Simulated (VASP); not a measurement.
Wanted: the native input for a VASP 6.6.1 run.

| Property | Result |
| --- | --- |
| Task | single point |
| Functional | PBEsol |
| Potentials or basis | VASP PAW PBE potentials, release 64 (Sc_sv) |
| Cutoff | 520 eV |
| k mesh | 16 × 16 × 16 |
| Occupations | gaussian, width 0.1 eV |
| Spin | no spin polarisation |
| Dipole correction | no |
| Further INCAR settings | ALGO = Normal; EDIFF = 1e-06; NBANDS = 12 |

The structure of Sc lies in POSCAR:

```
Sc
1.0
   -1.8142298728      1.8142298728      1.8142298728
    1.8142298728     -1.8142298728      1.8142298728
    1.8142298728      1.8142298728     -1.8142298728
Sc
1
Direct
    0.0000000000      0.0000000000      0.0000000000
```

One way to write it, as run:

INCAR

```
SYSTEM = Sc
PREC     = Accurate       ! precision mode
ENCUT    = 520            ! plane-wave cutoff, eV
EDIFF    = 1E-6           ! SCF threshold, eV
ISMEAR   = 0              ! smearing method
SIGMA    = 0.1            ! smearing width, eV
LREAL    = .False.        ! projectors in reciprocal space
LASPH    = .True.         ! aspherical terms in the spheres
NELM     = 80             ! most SCF steps
ALGO     = Normal         ! electronic algorithm
ISIF     = 2              ! what is computed and relaxed
LWAVE    = .False.        ! write WAVECAR
LCHARG   = .False.        ! write CHGCAR
GGA      = PS             ! functional
NBANDS   = 12             ! bands
```

KPOINTS

```
regular mesh
0
Gamma
  16 16 16
  0 0 0
```

Potentials or basis: VASP PAW PBE potentials, release 64 (Sc_sv).

Launch:

```bash
$ cat potpaw_PBE.64/Sc_sv/POTCAR > POTCAR
$ mpirun -np 1 vasp_std > vasp.out
```

It gave:

```json
{
 "Pressure": "0.0 GPa"
}
```

Caveat: the PAW data sets were made with another functional, which shifts forces and pressure a little.

It took 9.8 s on 1 thread of Intel(R) Xeon(R) 6975P-C (Granite Rapids), on a shared host, peak memory 0.16 GiB.
